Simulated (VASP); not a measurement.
# MgO (R-3m) in VASP: a series of runs

Aim: see how the results for MgO move with the level of theory and the settings. Levels: PBE, PBE+D3(BJ). Tasks: single point.

All numbers are computed with VASP 6.6.1; they aren't measurements. Logs are shortened: lines on timing, memory, paths and dates and some standing lists are left out, and cuts for length are marked.

### Step 1. The cell of the first run

The structure is trigonal, space group R-3m (No. 166). Conventional cell: a = 2.842 Å, b = 2.842 Å, c = 8.352 Å, α = 90.00°, β = 90.00°, γ = 120.00°. Mg (site symmetry -3m) has 6 O at 2.15 Å within 2.8 Å. O (site symmetry -3m) has 6 Mg at 2.15 Å within 2.8 Å.

### Step 2. Single point, PBE

Input file INCAR:

```
PREC     = Accurate       # precision mode
ENCUT    = 600            # plane-wave cutoff, eV
EDIFF    = 1E-6           # SCF threshold, eV
ISMEAR   = 0              # smearing method
SIGMA    = 0.05           # smearing width, eV
LREAL    = F              # projectors in reciprocal space
LASPH    = T              # aspherical terms in the spheres
NELM     = 120            # most SCF steps
ALGO     = Normal         # electronic algorithm
ISIF     = 2              # what is computed and relaxed
LWAVE    = F              # write WAVECAR
LCHARG   = F              # write CHGCAR
GGA      = PE             # functional
NBANDS   = 11             # bands
GGA_COMPAT= F
```

Input file KPOINTS:

```
regular mesh
0
Gamma
  10 10 10
```

Input file POSCAR:

```
MgO
1.0
    0.2679004103      2.2771534873      2.2771534873
    2.2771534873      0.2679004103      2.2771534873
    2.2771534873      2.2771534873      0.2679004103
Mg O
1 1
Direct
    0.0000000000      0.0000000000      0.0000000000
    0.5000000000      0.5000000000      0.5000000000
```

Potentials or basis: VASP PAW PBE potentials, release 64 (Mg, O).

The run is started by

```
> cat potpaw_PBE.64/Mg/POTCAR potpaw_PBE.64/O/POTCAR > POTCAR
> mpirun -np 1 vasp_std > vasp.out
```

OUTCAR:

```text
PREC = Accurate
   ENCUT = 600
   EDIFF = 1E-6
   ISMEAR = 0
   LREAL = F
   LASPH = T
   NELM = 120
   ISIF = 2
   GGA = PE

 ion  position               nearest neighbor table
   1  0.000  0.000  0.000-   2 2.15   2 2.15   2 2.15   2 2.15   2 2.15   2 2.15
   2  0.500  0.500  0.500-   1 2.15   1 2.15   1 2.15   1 2.15   1 2.15   1 2.15

  LATTYP: Found a trigonal (rhomboedric) cell.
 ALAT       =     3.2315053209
 COS(alpha) =     0.6134020619

  Lattice vectors:

 A1 = (   0.2679004103,   2.2771534873,   2.2771534873)
 A2 = (   2.2771534873,   0.2679004103,   2.2771534873)
 A3 = (   2.2771534873,   2.2771534873,   0.2679004103)

Analysis of symmetry for initial positions (statically):
=====================================================================
 Subroutine PRICEL returns:
 Original cell was already a primitive cell.

 Routine SETGRP: Setting up the symmetry group for a
 trigonal (rhombohedral) supercell.

 Subroutine GETGRP returns: Found 12 space group operations
 (whereof 12 operations were pure point group operations)
 out of a pool of 12 trial point group operations.

The static configuration has the point symmetry D_3d.

Analysis of symmetry for dynamics (positions and initial velocities):
=====================================================================
 Subroutine PRICEL returns:
 Original cell was already a primitive cell.

 Routine SETGRP: Setting up the symmetry group for a
 trigonal (rhombohedral) supercell.

 Subroutine GETGRP returns: Found 12 space group operations
 (whereof 12 operations were pure point group operations)
 out of a pool of 12 trial point group operations.

The dynamic configuration has the point symmetry D_3d.

 Subroutine INISYM returns: Found 12 space group operations
 (whereof 12 operations are pure point group operations),
 and found     1 'primitive' translations

----------------------------------------------------------------------------------------

                                     Primitive cell

  volume of cell :      19.4677

  direct lattice vectors                    reciprocal lattice vectors
     0.267900410  2.277153487  2.277153487    -0.262673619  0.235023765  0.235023765
     2.277153487  0.267900410  2.277153487     0.235023765 -0.262673619  0.235023765
     2.277153487  2.277153487  0.267900410     0.235023765  0.235023765 -0.262673619

  length of vectors
     3.231505321  3.231505321  3.231505321     0.423638726  0.423638726  0.423638726

  position of ions in fractional coordinates (direct lattice)
     0.000000000  0.000000000  0.000000000
     0.500000000  0.500000000  0.500000000

  ion indices of the primitive-cell ions
   primitive index   ion index
                 1           1
                 2           2

----------------------------------------------------------------------------------------

 KPOINTS: regular mesh

Automatic generation of k-mesh.
 Grid dimensions read from file:
 generate k-points for:   10   10   10

 Generating k-lattice:

  Cartesian coordinates                     Fractional coordinates (reciprocal lattice)
    -0.026267362  0.023502376  0.023502376     0.100000000  0.000000000  0.000000000
     0.023502376 -0.026267362  0.023502376     0.000000000  0.100000000  0.000000000
     0.023502376  0.023502376 -0.026267362     0.000000000  0.000000000  0.100000000

  Length of vectors
     0.042363873  0.042363873  0.042363873

  Shift w.r.t. Gamma in fractional coordinates (k-lattice)
     0.000000000  0.000000000  0.000000000

 Subroutine IBZKPT returns following result:
 ===========================================

 Found    116 irreducible k-points:

 Following reciprocal coordinates:
            Coordinates               Weight
  0.000000  0.000000  0.000000      1.000000
  0.100000  0.000000  0.000000      6.000000
  0.200000  0.000000  0.000000      6.000000
  0.300000  0.000000 -0.000000      6.000000
  0.400000  0.000000  0.000000      6.000000
  0.500000  0.000000  0.000000      3.000000
[... 16 lines left out ...]
  0.300000  0.300000  0.000000      6.000000
  0.400000  0.300000  0.000000     12.000000
 [... further k-points ...]
   k-points           NKPTS =    116   k-points in BZ     NKDIM =    116   number of bands    NBANDS=     11
   number of dos      NEDOS =    301   number of ions     NIONS =      2
   total plane-waves  NPLWV =  21952
   dimension x,y,z NGX =    28 NGY =   28 NGZ =   28
   dimension x,y,z NGXF=    56 NGYF=   56 NGZF=   56
   ions per type =               1   1
   NGX,Y,Z   is equivalent  to a cutoff of  14.40, 14.40, 14.40 a.u.
   NGXF,Y,Z  is equivalent  to a cutoff of  28.81, 28.81, 28.81 a.u.
 SYSTEM =  unknown system
   PREC   = accura    normal or accurate (medium, high low for compatibility)
   ISTART =      0    job   : 0-new  1-cont  2-samecut
   ICHARG =      2    charge: 1-file 2-atom 10-const
   ISPIN  =      1    spin polarized calculation?
   LNONCOLLINEAR =      F non collinear calculations
   LSORBIT =      F    spin-orbit coupling
   LASPH  =      T    aspherical Exc in radial PAW
   ENCUT  =  600.0 eV  44.10 Ry    6.64 a.u.   6.45  6.45  6.45*2*pi/ulx,y,z
   NELM   =    120;   NELMIN=  2; NELMDL= -5     # of ELM steps
   EDIFF  = 0.1E-05   stopping-criterion for ELM
   LREAL  =      F    real-space projection
   EDIFFG = 0.1E-04   stopping-criterion for IOM
   NSW    =      0    number of steps for IOM
   IBRION =     -1    ionic relax: 0-MD 1-quasi-New 2-CG
   NFREE  =      0    steps in history (QN), initial steepest desc. (CG)
   ISIF   =      2    stress and relaxation
   ISYM   =      2    0-nonsym 1-usesym 2-fastsym
   POTIM  = 0.5000    time-step for ionic-motion
   TEBEG  =    0.0;   TEEND  =   0.0 temperature during run
   PSTRESS=    0.0 pullay stress
   NELECT =       8.0000    total number of electrons
   NUPDOWN=      -1.0000    fix difference up-down
   EMIN   =  10.00;   EMAX   =-10.00  energy-range for DOS
   EFERMI =   0.00;   METHOD = LEGACY
   ISMEAR =     0;   SIGMA  =   0.05  broadening in eV -4-tet -1-fermi 0-gaus
   EFERMI_NEDOS =   21; number of points for ismear=-14 and -15
   IALGO  =     38    algorithm
   IMIX   =      4    mixing-type and parameters
     AMIX     =   0.40;   BMIX     =  1.00
     AMIX_MAG =   1.60;   BMIX_MAG =  1.00
  volume/ion in A,a.u.               =       9.73        65.69
  Fermi-wavevector in a.u.,A,eV,Ry     =   1.217119  2.300022 20.155386  1.481379
  Thomas-Fermi vector in A             =   2.352450
   LORBIT       =      0    0 simple, 1 ext, 2 COOP (PROOUT), +10 PAW based schemes
   GGA     = PE    functional components
   LHFCALC =     F    Hartree Fock is set to
   AEXX    =    0.0000 exact exchange contribution
   IVDW    =     0    specifies the selected vdW correction
   LEPSILON=     F    determine dielectric tensor
   LRPA    =     F    only Hartree local field effects (RPA)
 non-spin polarized calculation
 Gauss-broadening in eV      SIGMA  =   0.05
  energy-cutoff  :      600.00
  volume of cell :       19.47
 maximum number of plane-waves:       671
 NGX is ok and might be reduce to    28
   NGX = 13   NGY = 13   NGZ = 13

 number of electron       8.0000001 magnetization

 Free energy of the ion-electron system (eV)
  ---------------------------------------------------
  ext. energy  EPLUGINS =         0.00000000
  ---------------------------------------------------
  free energy    TOTEN  =       -11.47101087 eV

  energy without entropy =      -11.47101087  energy(sigma->0) =      -11.47101087

 E-fermi :   3.8489     XC(G=0): -10.9083

 val. band max:        3.5944295204   @ k =   0.0000   0.0000   0.0000
 cond. band min:       6.6128728857   @ k =   0.0000   0.0000   0.0000
 fundamental gap:      3.0184433653
 Fermi energy:         3.8488884221

 k-point     1 :       0.0000    0.0000    0.0000
  band No.  band energies     occupation
      1     -14.0494      2.00000
      2       1.9807      2.00000
      3       3.5944      2.00000
      4       3.5944      2.00000
      5       6.6129      0.00000
      6      16.3298      0.00000
      7      20.2065      0.00000
      8      20.2065      0.00000
      9      21.2773      0.00000
     10      24.5471      0.00000
     11      24.5471      0.00000

 k-point     2 :       0.1000    0.0000    0.0000
  band No.  band energies     occupation
      1     -13.9360      2.00000
      2       1.8892      2.00000
      3       2.9346      2.00000
      4       3.5104      2.00000
      5       7.2531      0.00000
      6      16.5646      0.00000
      7      18.3327      0.00000
      8      20.2774      0.00000
      9      22.2225      0.00000
     10      24.1025      0.00000
     11      24.1477      0.00000

 k-point     3 :       0.2000    0.0000    0.0000
  band No.  band energies     occupation
      1     -13.6238      2.00000
      2       1.2963      2.00000
      3       2.0849      2.00000
      4       3.2978      2.00000
      5       8.3786      0.00000
      6      15.9990      0.00000
      7      17.8198      0.00000
      8      20.1782      0.00000
      9      21.2875      0.00000
     10      24.2351      0.00000
     11      24.2365      0.00000
[... 267 lines left out ...]
 k-point    23 :       0.3000    0.3000    0.0000
  band No.  band energies     occupation
      1     -13.0833      2.00000
      2      -0.0557      2.00000
      3       1.5493      2.00000
      4       2.8276      2.00000
      5      10.5109      0.00000
      6      13.5960      0.00000
      7      16.7732      0.00000
      8      19.9793      0.00000
      9      21.4193      0.00000
     10      26.8142      0.00000
     11      26.9005      0.00000

 k-point    24 :       0.4000    0.3000    0.0000
  band No.  band energies     occupation
      1     -12.8282      2.00000
      2      -0.3806      2.00000
      3       1.3741      2.00000
      4       2.4078      2.00000
      5      10.9215      0.00000
      6      13.6769      0.00000
      7      16.0023      0.00000
      8      20.1080      0.00000
      9      21.6184      0.00000
     10      26.5394      0.00000
     11      27.4465      0.00000

 [... further k-points ...]

------------------------ aborting loop because EDIFF is reached ----------------------------------------

  FORCE on cell =-STRESS in cart. coord.  units (eV):
  Direction    XX          YY          ZZ          XY          YZ          ZX
  --------------------------------------------------------------------------------------
  -------------------------------------------------------------------------------------
  Total       -0.2216342     -0.2216342     -0.2216342     -2.5823278     -2.5823278     -2.5823278
  in kB      -18.2403054    -18.2403054    -18.2403054   -212.5234158   -212.5234158   -212.5234158
  external PRESSURE =     -18.2403054 kB  Pullay stress =       0.0000000 kB

 VOLUME and BASIS-vectors are now :
 -----------------------------------------------------------------------------
  energy-cutoff  :      600.00
  volume of cell :       19.47
      direct lattice vectors                 reciprocal lattice vectors
     0.267900410  2.277153487  2.277153487    -0.262673619  0.235023765  0.235023765
     2.277153487  0.267900410  2.277153487     0.235023765 -0.262673619  0.235023765
     2.277153487  2.277153487  0.267900410     0.235023765  0.235023765 -0.262673619

 POSITION                                       TOTAL-FORCE (eV/Angst)
 -----------------------------------------------------------------------------------
      0.00000      0.00000      0.00000         0.000000      0.000000     -0.000000
      2.41110      2.41110      2.41110        -0.000000     -0.000000      0.000000
 -----------------------------------------------------------------------------------
    total drift:                                0.000000      0.000000      0.000000

  FREE ENERGIE OF THE ION-ELECTRON SYSTEM (eV)
  ---------------------------------------------------
  free  energy   TOTEN  =       -11.4710108685 eV

  energy  without entropy=      -11.4710108685  energy(sigma->0) =      -11.47101087
```

Run time: 45 s. Hardware: 1 thread of Intel Xeon 8259CL, shared host; peak memory 0.18 GiB.

What came out:

| Quantity | Value |
| --- | --- |
| Free energy | -11.4710 eV |
| Pressure | -1.8 GPa |
| Band gap on the k mesh | 3.02 eV, direct |

(Continued in part 2 of 2.)
